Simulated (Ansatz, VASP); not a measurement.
Ni in VASP and in Ansatz

```
Ni
1.0
    -1.27302    1.27302    1.49441
     1.27302   -1.27302    1.49441
     1.27302    1.27302   -1.49441
Ni
1
Direct
  0.00000 0.00000 0.00000
```

Change from the starting cell: strain -0.080 along x and y, +0.080 along z, atoms carried along.

Alike in both runs: task single point; functional r2SCAN; k mesh 24 × 24 × 24; occupations gaussian, width 0.15 eV; collinear spin.

```csv
,VASP,Ansatz
version,VASP 6.6.1,Ansatz 0.2.0
potentials or method,"VASP PAW PBE potentials, release 64 (Ni), cutoff 520 eV","scalar-relativistic, plane waves, PAW"
valence electrons in the cell,10,18
```

```csv
,VASP,Ansatz,Ansatz less VASP
gap on the k mesh at the Fermi level (eV),none,none,-
pressure (GPa),23.6,23.5,-0.13
"traceless stress, the component that is largest in VASP (GPa)",8.92,9.49,+0.573
net moment per atom (μB),0.66,0.67,+0.017
size of the moment on the site where the two differ most (μB),0.66,0.73,+0.068
```

VASP's potentials were made for PBE, not for r2SCAN. Site moments also hang on the region over which each program counts them. A gap of «none» marks a metal or a gap that the smearing closes. VASP's potentials hold 10 valence electrons a cell and Ansatz's 18, so a difference there can come from the potentials and not from the codes. Ansatz's warnings: stability check not made.
